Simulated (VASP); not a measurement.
# SnSe2 (P-3m1) in VASP: notebook, part 2 of 2

VASP 6.6.1. The steps go on from the part before.

### 3 Single point, PBE (strain +2.0%)

The input, INCAR:

```
SYSTEM = SnSe2
ALGO     = Normal         ! electronic algorithm
EDIFF    = 1E-7           ! SCF threshold, eV
ENCUT    = 520            ! plane-wave cutoff, eV
GGA      = PE             ! functional
ISIF     = 2              ! what is computed and relaxed
ISMEAR   = 0              ! smearing method
LASPH    = .TRUE.         ! aspherical terms in the spheres
LCHARG   = .FALSE.        ! write CHGCAR
LREAL    = .FALSE.        ! projectors in reciprocal space
LWAVE    = .FALSE.        ! write WAVECAR
NBANDS   = 20             ! bands
NELM     = 60             ! most SCF steps
PREC     = Accurate       ! precision mode
SIGMA    = 0.01           ! smearing width, eV
```

The input, KPOINTS:

```
k-points
0
G
  6 6 2
  0 0 0
```

The input, POSCAR:

```
SnSe2
1.0
    3.9016523164      0.0000000000      0.0000000000
   -1.9508261582      3.3789300228      0.0000000000
    0.0000000000      0.0000000000      6.3516206456
Sn Se
1 2
Direct
    0.0000000000      0.0000000000      0.0000000000
    0.3333333333      0.6666666667      0.2449945258
    0.6666666667      0.3333333333      0.7550054742
```

Potentials or basis: VASP PAW PBE potentials, release 64 (Sn_d, Se).

Run with:

```bash
> cat potpaw_PBE.64/Sn_d/POTCAR potpaw_PBE.64/Se/POTCAR > POTCAR
> mpirun -np 1 vasp_std > vasp.out
```

OUTCAR:

```text
SYSTEM = SnSe2
   EDIFF = 1E-7
   ENCUT = 520
   GGA = PE
   ISIF = 2
   ISMEAR = 0
   LASPH = .TRUE.
   LREAL = .FALSE.
   NELM = 60
   PREC = Accurate

 ion  position               nearest neighbor table
   1  0.000  0.000  0.000-   2 2.74   3 2.74   3 2.74   2 2.74   3 2.74   2 2.74
   2  0.333  0.667  0.245-   1 2.74   1 2.74   1 2.74
   3  0.667  0.333  0.755-   1 2.74   1 2.74   1 2.74

  LATTYP: Found a hexagonal cell.
 ALAT       =     3.9016523164
 C/A-ratio  =     1.6279309714

  Lattice vectors:

 A1 = (   3.9016523164,   0.0000000000,   0.0000000000)
 A2 = (  -1.9508261582,   3.3789300228,   0.0000000000)
 A3 = (   0.0000000000,   0.0000000000,   6.3516206456)

Analysis of symmetry for initial positions (statically):
=====================================================================
 Subroutine PRICEL returns:
 Original cell was already a primitive cell.

 Routine SETGRP: Setting up the symmetry group for a
 hexagonal supercell.

 Subroutine GETGRP returns: Found 12 space group operations
 (whereof 12 operations were pure point group operations)
 out of a pool of 24 trial point group operations.

The static configuration has the point symmetry D_3d.

Analysis of symmetry for dynamics (positions and initial velocities):
=====================================================================
 Subroutine PRICEL returns:
 Original cell was already a primitive cell.

 Routine SETGRP: Setting up the symmetry group for a
 hexagonal supercell.

 Subroutine GETGRP returns: Found 12 space group operations
 (whereof 12 operations were pure point group operations)
[... 103 lines left out ...]
   PSTRESS=    0.0 pullay stress
   NELECT =      26.0000    total number of electrons
   NUPDOWN=      -1.0000    fix difference up-down
   EMIN   =  10.00;   EMAX   =-10.00  energy-range for DOS
   EFERMI =   0.00;   METHOD = LEGACY
   ISMEAR =     0;   SIGMA  =   0.01  broadening in eV -4-tet -1-fermi 0-gaus
   EFERMI_NEDOS =   21; number of points for ismear=-14 and -15
   IALGO  =     38    algorithm
   IMIX   =      4    mixing-type and parameters
     AMIX     =   0.40;   BMIX     =  1.00
     AMIX_MAG =   1.60;   BMIX_MAG =  1.00
  volume/ion in A,a.u.               =      27.91       188.36
  Fermi-wavevector in a.u.,A,eV,Ry     =   1.108567  2.094887 16.720474  1.228920
  Thomas-Fermi vector in A             =   2.245095
   LORBIT       =      0    0 simple, 1 ext, 2 COOP (PROOUT), +10 PAW based schemes
   GGA     = PE    functional components
   LHFCALC =     F    Hartree Fock is set to
   AEXX    =    0.0000 exact exchange contribution
   IVDW    =     0    specifies the selected vdW correction
   LEPSILON=     F    determine dielectric tensor
   LRPA    =     F    only Hartree local field effects (RPA)
 non-spin polarized calculation
 Gauss-broadening in eV      SIGMA  =   0.01
  energy-cutoff  :      520.00
  volume of cell :       83.74
 maximum number of plane-waves:      2273
 NGX is ok and might be reduce to    30
   NGX = 15   NGY = 15   NGZ = 23

 number of electron      26.0000009 magnetization

 Free energy of the ion-electron system (eV)
  ---------------------------------------------------
  ext. energy  EPLUGINS =         0.00000000
  ---------------------------------------------------
  free energy    TOTEN  =       -11.84955696 eV

  energy without entropy =      -11.84955696  energy(sigma->0) =      -11.84955696

 E-fermi :   3.3336     XC(G=0):  -9.0648

 val. band max:        3.2641460974   @ k =   0.0000   0.0000   0.0000
 cond. band min:       4.0868571637   @ k =   0.5000   0.0000   0.5000
 fundamental gap:      0.8227110663
 Fermi energy:         3.3336121977

 k-point     1 :       0.0000    0.0000    0.0000
  band No.  band energies     occupation
      1     -17.8560      2.00000
      2     -17.8560      2.00000
      3     -17.8308      2.00000
      4     -17.8181      2.00000
      5     -17.8181      2.00000
      6     -10.1726      2.00000
[... 311 lines left out ...]
     19      12.2255      0.00000
     20      12.2630      0.00000

------------------------ aborting loop because EDIFF is reached ----------------------------------------

  FORCE on cell =-STRESS in cart. coord.  units (eV):
  Direction    XX          YY          ZZ          XY          YZ          ZX
  --------------------------------------------------------------------------------------
  -------------------------------------------------------------------------------------
  Total        0.1378816      0.1378816      0.9576812      0.0000000      0.0000000      0.0000000
  in kB        2.6381806      2.6381806     18.3239563      0.0000000      0.0000000      0.0000000
  external PRESSURE =       7.8667725 kB  Pullay stress =       0.0000000 kB

 VOLUME and BASIS-vectors are now :
 -----------------------------------------------------------------------------
  energy-cutoff  :      520.00
  volume of cell :       83.74
      direct lattice vectors                 reciprocal lattice vectors
     3.901652316  0.000000000  0.000000000     0.256301669  0.147975838  0.000000000
    -1.950826158  3.378930023  0.000000000     0.000000000  0.295951675  0.000000000
     0.000000000  0.000000000  6.351620646     0.000000000  0.000000000  0.157440133

 POSITION                                       TOTAL-FORCE (eV/Angst)
 -----------------------------------------------------------------------------------
      0.00000      0.00000      0.00000         0.000000      0.000000     -0.000000
     -0.00000      2.25262      1.55611         0.000000      0.000000      0.241182
      1.95083      1.12631      4.79551        -0.000000      0.000000     -0.241182
 -----------------------------------------------------------------------------------
    total drift:                                0.000000     -0.000000      0.000000

  FREE ENERGIE OF THE ION-ELECTRON SYSTEM (eV)
  ---------------------------------------------------
  free  energy   TOTEN  =       -11.8495569574 eV

  energy  without entropy=      -11.8495569574  energy(sigma->0) =      -11.84955696
```

Run time: 25 s. Hardware: 1 thread of Intel Xeon Platinum 8488C (Sapphire Rapids), shared host; peak memory 0.19 GiB.

What came out:

| Item | Value |
| --- | --- |
| Free energy | -11.8496 eV |
| Pressure | 0.8 GPa |
| Largest force | 0.241 eV/Å |
| Band gap on the k mesh | 0.82 eV, indirect (least direct gap 0.88 eV) |

Forces on the atoms (eV/Å):
```
Sn   0.000  0.000  0.000
Se   0.000  0.000  0.241
Se   0.000  0.000 -0.241
```

Stress tensor (GPa, compression positive):
```
0.26 0.00 0.00
0.00 0.26 0.00
0.00 0.00 1.83
```

Caveat: the k points lie up to 0.49 Å⁻¹ apart; the cell differs from its parent crystal (strain +2.0%); spin-orbit coupling is left out, which moves the levels of the heavy elements; this functional lacks dispersion, which binds the layers, so the pressure and a relaxed spacing across them are unreliable.

### 4 Single point, PBE (strain +3.0%)

The input, INCAR:

```
SYSTEM = SnSe2
PREC = Accurate ; ENCUT = 520
EDIFF = 1E-6 ; ISMEAR = 0
SIGMA = 0.01 ; LREAL = .FALSE.
LASPH = .TRUE. ; NELM = 80
ALGO = Normal ; ISIF = 2
LWAVE = .FALSE. ; LCHARG = .TRUE.
GGA = PE ; LELF = .TRUE.
LVHAR = .TRUE. ; NBANDS = 20
```

The input, KPOINTS:

```
Automatic mesh
0
G
  6 6 2
  0 0 0
```

The input, POSCAR:

```
SnSe2
1.0
    3.9399038097      0.0000000000      0.0000000000
   -1.9699519049      3.4120567877      0.0000000000
    0.0000000000      0.0000000000      6.4138914363
Sn Se
1 2
Direct
    0.0000000000      0.0000000000      0.0000000000
    0.3333333333      0.6666666667      0.2408456110
    0.6666666667      0.3333333333      0.7591543890
```

Run with:

```bash
> cat potpaw_PBE.64/Sn_d/POTCAR potpaw_PBE.64/Se/POTCAR > POTCAR
> mpirun -np 1 vasp_std > vasp.out
```

Run time: 20 s. Hardware: 1 thread of Intel Xeon Platinum 8488C (Sapphire Rapids), shared host; peak memory 0.19 GiB.

Results (log left out):

```
Free energy            : -11.8426 eV
Pressure               : -0.1 GPa
Largest force          : 0.236 eV/Å
Band gap on the k mesh : 0.77 eV, direct
```

Forces in eV/Å, atoms in the order of the input:
```
Sn   0.000  0.000  0.000
Se   0.000  0.000  0.236
Se   0.000  0.000 -0.236
```

Stress tensor (GPa, compression positive):
```
-0.86  0.00  0.00
 0.00 -0.86  0.00
 0.00  0.00  1.51
```

Levels at points of the mesh, in eV from the valence-band top:
```csv
k point,band 10,band 11,band 12,band 13,band 14,band 15,band 16,band 17
"(0.00, 0.00, 0.00)",-0.65,-0.34,-0.34,0.00,0.77,2.82,4.45,4.45
"(0.50, 0.00, 0.00)",-2.41,-2.39,-0.82,-0.27,1.01,3.77,5.44,5.70
"(0.00, 0.00, 0.50)",-0.71,-0.71,-0.25,-0.25,1.93,2.75,4.26,4.26
"(0.50, 0.00, 0.50)",-2.28,-1.77,-0.61,-0.53,0.80,4.24,5.02,6.02
```

Caveat: the k points lie up to 0.49 Å⁻¹ apart; the cell differs from its parent crystal (strain +3.0%); spin-orbit coupling is left out, which moves the levels of the heavy elements; this functional lacks dispersion, which binds the layers, so the pressure and a relaxed spacing across them are unreliable.

### 5 Single point, PBE (strain -4.0%)

The input, INCAR:

```
SYSTEM = SnSe2
ALGO     = Normal         ! electronic algorithm
EDIFF    = 1E-6           ! SCF threshold, eV
ENCUT    = 520            ! plane-wave cutoff, eV
GGA      = PE             ! functional
ISIF     = 2              ! what is computed and relaxed
ISMEAR   = -1             ! smearing method
LASPH    = .True.         ! aspherical terms in the spheres
LCHARG   = .False.        ! write CHGCAR
LREAL    = .False.        ! projectors in reciprocal space
LWAVE    = .False.        ! write WAVECAR
NBANDS   = 20             ! bands
NELM     = 60             ! most SCF steps
PREC     = Accurate       ! precision mode
SIGMA    = 0.02           ! smearing width, eV
```

The input, KPOINTS:

```
k-points
0
Gamma
  12 12 4
  0 0 0
```

The input, POSCAR:

```
SnSe2
1.0
    3.6721433567      0.0000000000      0.0000000000
   -1.8360716783      3.1801694332      0.0000000000
    0.0000000000      0.0000000000      5.9779959018
Sn Se
1 2
Direct
    0.0000000000      0.0000000000      0.0000000000
    0.3333333333      0.6666666667      0.2691440203
    0.6666666667      0.3333333333      0.7308559797
```

Run with:

```bash
> cat potpaw_PBE.64/Sn_d/POTCAR potpaw_PBE.64/Se/POTCAR > POTCAR
> mpirun -np 1 vasp_std > vasp.out
```

Run time: 60 s. Hardware: 1 thread of Intel Xeon Platinum 8488C (Sapphire Rapids), shared host; peak memory 0.24 GiB.

The run converged. Its results:

- Free energy: -11.5451 eV
- Pressure: 9.7 GPa
- Largest force: 0.355 eV/Å
- Band gap on the k mesh: 0.58 eV, indirect (least direct gap 1.23 eV)

Forces on the atoms (eV/Å):
```
Sn   0.000  0.000  0.000
Se   0.000  0.000  0.355
Se   0.000  0.000 -0.355
```

Stress tensor (GPa, compression positive):
```
10.94  0.00  0.00
 0.00 10.94  0.00
 0.00  0.00  7.30
```

Levels at points of the mesh, in eV from the valence-band top:
```tsv
k point	band 10	band 11	band 12	band 13	band 14	band 15	band 16	band 17
(0.00, 0.00, 0.00)	-0.53	-0.36	-0.36	-0.31	1.30	3.31	4.89	4.89
(0.50, 0.00, 0.00)	-3.74	-2.73	-2.06	-0.33	1.34	3.61	4.80	5.02
(0.00, 0.00, 0.50)	-0.72	-0.72	-0.07	-0.07	3.14	3.24	4.49	4.49
(0.50, 0.00, 0.50)	-2.41	-2.36	-1.26	-1.01	0.58	3.58	4.53	5.42
```

Caveat: the cell differs from its parent crystal (strain -4.0%); spin-orbit coupling is left out, which moves the levels of the heavy elements.

### 6 Single point, PBE (strain -3.0%)

The input, INCAR:

```
SYSTEM = SnSe2
PREC = Accurate
ENCUT = 520
EDIFF = 1E-6
ISMEAR = -1
SIGMA = 0.02
LREAL = .FALSE.
LASPH = .TRUE.
NELM = 60
ALGO = Normal
ISIF = 2
LWAVE = .FALSE.
LCHARG = .FALSE.
GGA = PE
NBANDS = 20
```

The input, KPOINTS:

```
regular mesh
0
G
  12 12 4
  0 0 0
```

The input, POSCAR:

```
SnSe2
1.0
    3.7103948499      0.0000000000      0.0000000000
   -1.8551974250      3.2132961981      0.0000000000
    0.0000000000      0.0000000000      6.0402666924
Sn Se
1 2
Direct
    0.0000000000      0.0000000000      0.0000000000
    0.3333333333      0.6666666667      0.2651301888
    0.6666666667      0.3333333333      0.7348698112
```

Potentials or basis: VASP PAW PBE potentials, release 64 (Sn_d, Se).

Run with:

```bash
> cat potpaw_PBE.64/Sn_d/POTCAR potpaw_PBE.64/Se/POTCAR > POTCAR
> mpirun -np 1 vasp_std > vasp.out
```

OUTCAR:

```text
SYSTEM = SnSe2
   PREC = Accurate
   ENCUT = 520
   EDIFF = 1E-6
   ISMEAR = -1
   LREAL = .FALSE.
   LASPH = .TRUE.
   NELM = 60
   ISIF = 2
   GGA = PE

 ion  position               nearest neighbor table
   1  0.000  0.000  0.000-   2 2.67   3 2.67   3 2.67   2 2.67   3 2.67   2 2.67
   2  0.333  0.667  0.265-   1 2.67   1 2.67   1 2.67
   3  0.667  0.333  0.735-   1 2.67   1 2.67   1 2.67

  LATTYP: Found a hexagonal cell.
 ALAT       =     3.7103948499
 C/A-ratio  =     1.6279309714
[... 744 lines left out ...]

  FORCE on cell =-STRESS in cart. coord.  units (eV):
  Direction    XX          YY          ZZ          XY          YZ          ZX
  --------------------------------------------------------------------------------------
  -------------------------------------------------------------------------------------
  Total        3.8401184      3.8401184      2.6521996     -0.0000000     -0.0000000      0.0000000
  in kB       85.4334987     85.4334987     59.0051320     -0.0000000     -0.0000000      0.0000000
  external PRESSURE =      76.6240431 kB  Pullay stress =       0.0000000 kB

 VOLUME and BASIS-vectors are now :
 -----------------------------------------------------------------------------
  energy-cutoff  :      520.00
  volume of cell :       72.02
      direct lattice vectors                 reciprocal lattice vectors
     3.710394850  0.000000000  0.000000000     0.269513095  0.155603458  0.000000000
    -1.855197425  3.213296198  0.000000000     0.000000000  0.311206916  0.000000000
     0.000000000  0.000000000  6.040266692     0.000000000  0.000000000  0.165555604

 POSITION                                       TOTAL-FORCE (eV/Angst)
 -----------------------------------------------------------------------------------
      0.00000      0.00000      0.00000         0.000000      0.000000      0.000000
     -0.00000      2.14220      1.60146         0.000000     -0.000000      0.334515
      1.85520      1.07110      4.43881        -0.000000      0.000000     -0.334515
 -----------------------------------------------------------------------------------
    total drift:                                0.000000     -0.000000      0.000000

  FREE ENERGIE OF THE ION-ELECTRON SYSTEM (eV)
  ---------------------------------------------------
  free  energy   TOTEN  =       -11.6479632343 eV

  energy  without entropy=      -11.6479632316  energy(sigma->0) =      -11.64796323
```

OSZICAR:

```text
N       E                     dE             d eps       ncg     rms          rms(c)
DAV:   1     0.208709754272E+03    0.20871E+03   -0.12265E+04  2840   0.152E+03
DAV:   2     0.121187306379E+02   -0.19659E+03   -0.18910E+03  2948   0.396E+02
DAV:   3    -0.110606829005E+02   -0.23179E+02   -0.22640E+02  3376   0.115E+02
DAV:   4    -0.118782530899E+02   -0.81757E+00   -0.81596E+00  3292   0.221E+01
DAV:   5    -0.118967205641E+02   -0.18467E-01   -0.18466E-01  3756   0.358E+00    0.541E+00
DAV:   6    -0.116688665985E+02    0.22785E+00   -0.45435E-01  4176   0.723E+00    0.348E+00
DAV:   7    -0.116476050236E+02    0.21262E-01   -0.15461E-01  3324   0.256E+00    0.995E-01
DAV:   8    -0.116475670344E+02    0.37989E-04   -0.11964E-02  3492   0.102E+00    0.299E-01
DAV:   9    -0.116479408081E+02   -0.37377E-03   -0.15633E-03  3112   0.272E-01    0.874E-02
DAV:  10    -0.116479379850E+02    0.28231E-05   -0.11274E-04  3500   0.738E-02    0.333E-02
DAV:  11    -0.116479627038E+02   -0.24719E-04   -0.43175E-05  3068   0.412E-02    0.824E-03
DAV:  12    -0.116479632343E+02   -0.53056E-06   -0.12905E-06  2660   0.843E-03
   1 F= -.11647963E+02 E0= -.11647963E+02  d E =-.273848E-08
```

stdout:

```text
POSCAR found type information on POSCAR SnSe
 POSCAR found :  2 types and       3 ions
 scaLAPACK will be used
 LDA part: xc-table for (Slater+PW92), standard interpolation
 POSCAR, INCAR and KPOINTS ok, starting setup
 FFT: planning ... GRIDC
 FFT: planning ... GRID_SOFT
 FFT: planning ... GRID
 WAVECAR not read
 entering main loop
```

Run time: 63 s. Hardware: 1 thread of Intel Xeon Platinum 8488C (Sapphire Rapids), shared host; peak memory 0.24 GiB.

Results:

| Quantity | Value |
| --- | --- |
| Free energy | -11.6480 eV |
| Pressure | 7.7 GPa |
| Largest force | 0.335 eV/Å |
| Band gap on the k mesh | 0.63 eV, indirect (least direct gap 1.22 eV) |

Forces on the atoms (eV/Å):
```
Sn   0.000  0.000  0.000
Se   0.000  0.000  0.335
Se   0.000  0.000 -0.335
```

Caveat: the cell differs from its parent crystal (strain -3.0%); spin-orbit coupling is left out, which moves the levels of the heavy elements.

### 7 Overview

```tsv
cell	k mesh	smearing	gap on the mesh (eV)	pressure (GPa)	largest force (eV/Å)
a = 3.863, b = 3.863, c = 6.289 Å, angles 90.0, 90.0, 120.0°, 3 atoms	6 × 6 × 2	gaussian 0.01 eV	0.83	1.8	0.25
a = 3.902, b = 3.902, c = 6.352 Å, angles 90.0, 90.0, 120.0°, 3 atoms	6 × 6 × 2	gaussian 0.01 eV	0.82	0.8	0.24
a = 3.940, b = 3.940, c = 6.414 Å, angles 90.0, 90.0, 120.0°, 3 atoms	6 × 6 × 2	gaussian 0.01 eV	0.77	-0.1	0.24
a = 3.672, b = 3.672, c = 5.978 Å, angles 90.0, 90.0, 120.0°, 3 atoms	12 × 12 × 4	fermi-dirac 0.02 eV	0.58	9.7	0.36
a = 3.710, b = 3.710, c = 6.040 Å, angles 90.0, 90.0, 120.0°, 3 atoms	12 × 12 × 4	fermi-dirac 0.02 eV	0.63	7.7	0.33
```

Alike in all rows: task single point; level PBE; potentials or basis VASP PAW PBE potentials, release 64 (Sn_d, Se); no spin polarisation; cutoff (eV) 520.

Caveats: some runs use coarse meshes; spin-orbit coupling is left out, which moves the levels of the heavy elements; this functional lacks dispersion, which binds the layers, so the pressure and a relaxed spacing across them are unreliable (some runs).

Absolute energies hang on the potentials; compare differences alone.
